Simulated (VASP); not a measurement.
# Al6H in VASP: a series of runs

Al6H is run at these levels: PBE; tasks: single point.

Program: VASP 6.6.1. These are calculated values, not measurements. Logs are shortened: lines on timing, memory, paths and dates and some standing lists are left out, and cuts for length are marked.

## (1) The cell of the first run

The cell holds a slab with vacuum, 14 atoms: a = 5.714 Å, b = 5.714 Å, c = 22.175 Å, α = 90.00°, β = 90.00°, γ = 90.00°.

## (2) Single point, PBE

The input, INCAR:

```
PREC = Accurate ; ENCUT = 520
EDIFF = 1E-6 ; ISMEAR = 0
SIGMA = 0.1 ; LREAL = F
LASPH = T ; NELM = 60
ALGO = Normal ; ISIF = 2
LWAVE = F ; LCHARG = T
LDIPOL = T ; IDIPOL = 3
DIPOL = 0.5 0.5 0.305 ; GGA = PE
LELF = T ; LVHAR = T
LVACPOTAV = T ; NBANDS = 32
```

The input, KPOINTS:

```
Automatic mesh
0
Gamma
  5 5 1
```

The input, POSCAR:

```
Al6H
1.0
    5.7135165837      0.0000000000      0.0000000000
    0.0000000000      5.7135165837      0.0000000000
    0.0000000000      0.0000000000     22.1746954375
Al H
12 2
Direct
    0.2500000000      0.2500000000      0.1803857921
    0.2500000000      0.7500000000      0.1803857921
    0.7500000000      0.2500000000      0.1803857921
    0.7500000000      0.7500000000      0.1803857921
    0.0000000000      0.0000000000      0.2744050924
    0.0000000000      0.5000000000      0.2744050924
    0.5000000000      0.0000000000      0.2744050924
    0.5000000000      0.5000000000      0.2744050924
    0.2500000000      0.2500000000      0.3686497278
    0.2500000000      0.7500000000      0.3686497278
    0.7500000000      0.2500000000      0.3686497278
    0.7500000000      0.7500000000      0.3686497278
    0.0000000000     -0.1033514109      0.4859004927
    0.0000000000      0.1033514109      0.4859004927
```

Potentials or basis: VASP PAW PBE potentials, release 64 (Al, H).

Run with:

```bash
> cat potpaw_PBE.64/Al/POTCAR potpaw_PBE.64/H/POTCAR > POTCAR
> mpirun -np 1 vasp_std > vasp.out
```

OUTCAR:

```text
PREC = Accurate
   ENCUT = 520
   EDIFF = 1E-6
   ISMEAR = 0
   LREAL = F
   LASPH = T
   NELM = 60
   ISIF = 2
   GGA = PE

 ion  position               nearest neighbor table
   1  0.250  0.250  0.180-   2 2.86   3 2.86   2 2.86   3 2.86   7 2.90   8 2.90   5 2.90   6 2.90

   2  0.250  0.750  0.180-   1 2.86   4 2.86   1 2.86   4 2.86   7 2.90   8 2.90   5 2.90   6 2.90

   3  0.750  0.250  0.180-   1 2.86   4 2.86   4 2.86   1 2.86   7 2.90   8 2.90   5 2.90   6 2.90
[... 15 lines left out ...]
  11  0.750  0.250  0.369-   9 2.86  12 2.86  12 2.86   9 2.86   5 2.91   6 2.91   7 2.91   8 2.91

  12  0.750  0.750  0.369-  10 2.86  11 2.86  11 2.86  10 2.86   5 2.91   6 2.91   7 2.91   8 2.91

  13  0.000  0.897  0.486-
  14  0.000  0.103  0.486-

  LATTYP: Found a simple tetragonal cell.
 ALAT       =     5.7135165837
 C/A-ratio  =     3.8810940885

  Lattice vectors:

 A1 = (   5.7135165837,   0.0000000000,   0.0000000000)
 A2 = (   0.0000000000,   5.7135165837,   0.0000000000)
 A3 = (   0.0000000000,   0.0000000000,  22.1746954375)

Analysis of symmetry for initial positions (statically):
=====================================================================
 Subroutine PRICEL returns:
 Original cell was already a primitive cell.

 Routine SETGRP: Setting up the symmetry group for a
 simple tetragonal supercell.

 Subroutine GETGRP returns: Found  4 space group operations
 (whereof  4 operations were pure point group operations)
 out of a pool of 16 trial point group operations.

The static configuration has the point symmetry C_2v.

Analysis of symmetry for dynamics (positions and initial velocities):
=====================================================================
 Subroutine PRICEL returns:
 Original cell was already a primitive cell.

 Routine SETGRP: Setting up the symmetry group for a
 simple tetragonal supercell.

 Subroutine GETGRP returns: Found  4 space group operations
 (whereof  4 operations were pure point group operations)
 out of a pool of 16 trial point group operations.

The dynamic configuration has the point symmetry C_2v.

 Subroutine INISYM returns: Found  4 space group operations
 (whereof  4 operations are pure point group operations),
 and found     1 'primitive' translations

----------------------------------------------------------------------------------------

                                     Primitive cell

  volume of cell :     723.8768

  direct lattice vectors                    reciprocal lattice vectors
     5.713516584  0.000000000  0.000000000     0.175023558  0.000000000  0.000000000
     0.000000000  5.713516584  0.000000000     0.000000000  0.175023558  0.000000000
     0.000000000  0.000000000 22.174695437     0.000000000  0.000000000  0.045096448

  length of vectors
     5.713516584  5.713516584 22.174695437     0.175023558  0.175023558  0.045096448

  position of ions in fractional coordinates (direct lattice)
     0.250000000  0.250000000  0.180385792
     0.250000000  0.750000000  0.180385792
     0.750000000  0.250000000  0.180385792
     0.750000000  0.750000000  0.180385792
     0.000000000  0.000000000  0.274405092
     0.000000000  0.500000000  0.274405092
     0.500000000  0.000000000  0.274405092
     0.500000000  0.500000000  0.274405092
     0.250000000  0.250000000  0.368649728
     0.250000000  0.750000000  0.368649728
     0.750000000  0.250000000  0.368649728
     0.750000000  0.750000000  0.368649728
     0.000000000  0.896648589  0.485900493
     0.000000000  0.103351411  0.485900493

  ion indices of the primitive-cell ions
   primitive index   ion index
                 1           1
                 2           2
                 3           3
                 4           4
                 5           5
                 6           6
                 7           7
                 8           8
                 9           9
                10          10
                11          11
                12          12
                13          13
                14          14

----------------------------------------------------------------------------------------

 KPOINTS: Automatic mesh

Automatic generation of k-mesh.
 Grid dimensions read from file:
 generate k-points for:    5    5    1

 Generating k-lattice:

  Cartesian coordinates                     Fractional coordinates (reciprocal lattice)
     0.035004712  0.000000000  0.000000000     0.200000000  0.000000000  0.000000000
     0.000000000  0.035004712  0.000000000     0.000000000  0.200000000  0.000000000
     0.000000000  0.000000000  0.045096448     0.000000000  0.000000000  1.000000000

  Length of vectors
     0.035004712  0.035004712  0.045096448

  Shift w.r.t. Gamma in fractional coordinates (k-lattice)
     0.000000000  0.000000000  0.000000000

 Subroutine IBZKPT returns following result:
 ===========================================

 Found      9 irreducible k-points:

 Following reciprocal coordinates:
            Coordinates               Weight
  0.000000  0.000000  0.000000      1.000000
  0.200000  0.000000  0.000000      2.000000
  0.000000  0.200000  0.000000      2.000000
  0.400000  0.000000  0.000000      2.000000
  0.000000  0.400000  0.000000      2.000000
  0.200000  0.200000  0.000000      4.000000
  0.400000  0.200000  0.000000      4.000000
 -0.200000  0.400000  0.000000      4.000000
  0.400000  0.400000  0.000000      4.000000
   k-points           NKPTS =      9   k-points in BZ     NKDIM =      9   number of bands    NBANDS=     32
   number of dos      NEDOS =    301   number of ions     NIONS =     14
   total plane-waves  NPLWV = 296352
   dimension x,y,z NGX =    42 NGY =   42 NGZ =  168
   dimension x,y,z NGXF=    84 NGYF=   84 NGZF=  336
   ions per type =              12   2
   NGX,Y,Z   is equivalent  to a cutoff of  12.22, 12.22, 12.60 a.u.
   NGXF,Y,Z  is equivalent  to a cutoff of  24.44, 24.44, 25.19 a.u.
 SYSTEM =  unknown system
   PREC   = accura    normal or accurate (medium, high low for compatibility)
   ISTART =      0    job   : 0-new  1-cont  2-samecut
   ICHARG =      2    charge: 1-file 2-atom 10-const
   ISPIN  =      1    spin polarized calculation?
   LNONCOLLINEAR =      F non collinear calculations
   LSORBIT =      F    spin-orbit coupling
   LASPH  =      T    aspherical Exc in radial PAW
   ENCUT  =  520.0 eV  38.22 Ry    6.18 a.u.  10.62 10.62 41.23*2*pi/ulx,y,z
   NELM   =     60;   NELMIN=  2; NELMDL= -5     # of ELM steps
   EDIFF  = 0.1E-05   stopping-criterion for ELM
   LREAL  =      F    real-space projection
   EDIFFG = 0.1E-04   stopping-criterion for IOM
   NSW    =      0    number of steps for IOM
   IBRION =     -1    ionic relax: 0-MD 1-quasi-New 2-CG
   NFREE  =      0    steps in history (QN), initial steepest desc. (CG)
   ISIF   =      2    stress and relaxation
   ISYM   =      2    0-nonsym 1-usesym 2-fastsym
   POTIM  = 0.5000    time-step for ionic-motion
   TEBEG  =    0.0;   TEEND  =   0.0 temperature during run
   PSTRESS=    0.0 pullay stress
   NELECT =      38.0000    total number of electrons
   NUPDOWN=      -1.0000    fix difference up-down
   EMIN   =  10.00;   EMAX   =-10.00  energy-range for DOS
   EFERMI =   0.00;   METHOD = LEGACY
   ISMEAR =     0;   SIGMA  =   0.10  broadening in eV -4-tet -1-fermi 0-gaus
   EFERMI_NEDOS =   21; number of points for ismear=-14 and -15
   IALGO  =     38    algorithm
   IMIX   =      4    mixing-type and parameters
     AMIX     =   0.40;   BMIX     =  1.00
     AMIX_MAG =   1.60;   BMIX_MAG =  1.00
  volume/ion in A,a.u.               =      51.71       348.93
  Fermi-wavevector in a.u.,A,eV,Ry     =   0.612982  1.158368  5.112350  0.375747
  Thomas-Fermi vector in A             =   1.669467
   LORBIT       =      0    0 simple, 1 ext, 2 COOP (PROOUT), +10 PAW based schemes
   GGA     = PE    functional components
   LHFCALC =     F    Hartree Fock is set to
   AEXX    =    0.0000 exact exchange contribution
   IVDW    =     0    specifies the selected vdW correction
   LEPSILON=     F    determine dielectric tensor
   LRPA    =     F    only Hartree local field effects (RPA)
 non-spin polarized calculation
 Gauss-broadening in eV      SIGMA  =   0.10
  energy-cutoff  :      520.00
  volume of cell :      723.88
 maximum number of plane-waves:     19525
   NGX = 21   NGY = 21   NGZ = 83

 dipolmoment           0.000000      0.000000     -0.002136 electrons x Angstroem

 number of electron      37.9999999 magnetization

 dipolmoment           0.000000      0.000000      0.023556 electrons x Angstroem

 Free energy of the ion-electron system (eV)
  ---------------------------------------------------
  ext. energy  EPLUGINS =         0.00000000
  ---------------------------------------------------
  free energy    TOTEN  =       -46.53327178 eV

  energy without entropy =      -46.51447924  energy(sigma->0) =      -46.52387551

 E-fermi :  -1.0217     XC(G=0):  -3.9137

 val. band max:       -1.0830312736   @ k =   0.4000   0.2000   0.0000
 cond. band min:      -1.0093755136   @ k =   0.0000   0.0000   0.0000
 fundamental gap:      0.0736557599
 Fermi energy:        -1.0216690759

 k-point     1 :       0.0000    0.0000    0.0000
  band No.  band energies     occupation
      1     -11.0874      2.00000
      2      -8.9976      2.00000
      3      -6.6946      2.00000
      4      -6.6930      2.00000
      5      -6.6013      2.00000
      6      -6.5766      2.00000
[... 295 lines left out ...]
     30       2.0229      0.00000
     31       2.0402      0.00000
 [bands above 31 left out]

------------------------ aborting loop because EDIFF is reached ----------------------------------------

  FORCE on cell =-STRESS in cart. coord.  units (eV):
  Direction    XX          YY          ZZ          XY          YZ          ZX
  --------------------------------------------------------------------------------------
  -------------------------------------------------------------------------------------
  Total       -7.4252391    -12.4697259     -0.2367638      0.0000000      0.0000000      0.0000000
  in kB      -16.4344956    -27.5996033     -0.5240361      0.0000000      0.0000000      0.0000000
  external PRESSURE =     -14.8527117 kB  Pullay stress =       0.0000000 kB

 VOLUME and BASIS-vectors are now :
 -----------------------------------------------------------------------------
  energy-cutoff  :      520.00
  volume of cell :      723.88
      direct lattice vectors                 reciprocal lattice vectors
     5.713516584  0.000000000  0.000000000     0.175023558  0.000000000  0.000000000
     0.000000000  5.713516584  0.000000000     0.000000000  0.175023558  0.000000000
     0.000000000  0.000000000 22.174695437     0.000000000  0.000000000  0.045096448

 POSITION                                       TOTAL-FORCE (eV/Angst)
 -----------------------------------------------------------------------------------
      1.42838      1.42838      4.00000        -0.003257      0.010149      0.021089
      1.42838      4.28514      4.00000        -0.003257     -0.010149      0.021089
      4.28514      1.42838      4.00000         0.003257      0.010149      0.021089
      4.28514      4.28514      4.00000         0.003257     -0.010149      0.021089
      0.00000      0.00000      6.08485        -0.000000      0.000000      0.005410
      0.00000      2.85676      6.08485        -0.000000      0.000000     -0.000630
      2.85676      0.00000      6.08485        -0.000000      0.000000     -0.013641
      2.85676      2.85676      6.08485        -0.000000      0.000000      0.030870
      1.42838      1.42838      8.17470         0.027150      0.043946     -0.044841
      1.42838      4.28514      8.17470         0.027150     -0.043946     -0.044841
      4.28514      1.42838      8.17470        -0.027150      0.043946     -0.044841
      4.28514      4.28514      8.17470        -0.027150     -0.043946     -0.044841
      0.00000      5.12302     10.77470        -0.000000      4.253215      0.036499
      0.00000      0.59050     10.77470        -0.000000     -4.253215      0.036499
 -----------------------------------------------------------------------------------
    total drift:                               -0.000000     -0.000000      0.000076

  FREE ENERGIE OF THE ION-ELECTRON SYSTEM (eV)
  ---------------------------------------------------
  free  energy   TOTEN  =       -46.5332717753 eV

  energy  without entropy=      -46.5144792412  energy(sigma->0) =      -46.52387551

 vacuum level on the upper side and lower side of the slab         3.613         3.483
```

Run time: 16 min. Hardware: 1 thread of Intel Xeon 8259CL, shared host; peak memory 0.7 GiB.

Results:

| Property | Result |
| --- | --- |
| Free energy | -46.5333 eV |
| Largest force | 4.253 eV/Å |
| Band gap on the k mesh | zero (bands 19 and 20 overlap by 0.60 eV) |

Forces in eV/Å, atoms in the order of the input:
```
Al  -0.003  0.010  0.021
Al  -0.003 -0.010  0.021
Al   0.003  0.010  0.021
Al   0.003 -0.010  0.021
Al   0.000  0.000  0.005
Al   0.000  0.000 -0.001
Al   0.000  0.000 -0.014
Al   0.000  0.000  0.031
Al   0.027  0.044 -0.045
Al   0.027 -0.044 -0.045
Al  -0.027  0.044 -0.045
Al  -0.027 -0.044 -0.045
H    0.000  4.253  0.036
H    0.000 -4.253  0.036
```

[end of part 1 of 2]

The gap in the log of VASP goes by the Fermi energy; the results here count the filled bands.